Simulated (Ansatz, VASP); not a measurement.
# Au in VASP and in Ansatz

The input INCAR:

```
SYSTEM = Au
PREC = Accurate ; ENCUT = 600
EDIFF = 1E-6 ; ISMEAR = 0
SIGMA = 0.1 ; LREAL = .False.
LASPH = .True. ; NELM = 60
ALGO = Fast ; ISIF = 3
LWAVE = .False. ; LCHARG = .False.
GGA = PE ; IBRION = 2
NSW = 90 ; EDIFFG = -0.04
```

The input KPOINTS:

```
regular mesh
0
Gamma
  6 6 6
  0 0 0
```

The input POSCAR:

```
Au
1.0
    2.4355364800      1.4061576400      1.7637338000
   -2.4355364800      1.4061576400      1.7637338000
    0.0000000000     -2.8123152900      1.7637338000
Au
2
Direct
    0.3092236700      0.3092236700      0.3092236700
    0.6907763300      0.6907763300      0.6907763300
```

Input for Ansatz:

```yaml
crystal:
  lattice:
    - [2.43553648, 1.40615764, 1.7637338]
    - [-2.43553648, 1.40615764, 1.7637338]
    - [0.0, -2.81231529, 1.7637338]
  atoms:
    - { symbol: Au, position: [0.30922367, 0.30922367, 0.30922367] }
    - { symbol: Au, position: [0.69077633, 0.69077633, 0.69077633] }
basis:
  ecutwfc: 420
kpoints:
  mp_grid: { grid: [6, 6, 6] }
hamiltonian:
  xc: pbe
scf:
  occupations: { method: gaussian, width: 0.1 }
  lower_state_search: "off"
output:
  forces: true
  stress: true
  eigenvalues: true
relax:
  adjacent_minimum: "off"
  f_tol: 0.04
  max_steps: 70
  cell: { stress_tol: 0.4 }
```

Alike in both runs: task relaxation of cell and atoms; functional PBE; k mesh 6 × 6 × 6; occupations gaussian, width 0.1 eV; no spin polarisation.

|  | VASP | Ansatz |
| --- | --- | --- |
| version | VASP 6.6.1 | Ansatz 0.2.0 |
| potentials or method | VASP PAW PBE potentials, release 64 (Au), cutoff 600 eV | scalar-relativistic, plane waves, PAW |
| valence electrons in the cell | 22 | 38 |

```tsv
	VASP	Ansatz	Ansatz less VASP
gap on the k mesh at the Fermi level, each at its own relaxed structure (eV)	none	none	-
relaxed volume (Å³/atom)	17.96	17.96	-0.003
relaxed cell length with the largest relative difference (Å)	3.300	3.300	-0.0002
```

A gap of «none» marks a metal or a gap that the smearing closes. VASP's potentials hold 22 valence electrons a cell and Ansatz's 38, so a difference there can come from the potentials and not from the codes.

Neither program's run includes spin-orbit coupling.
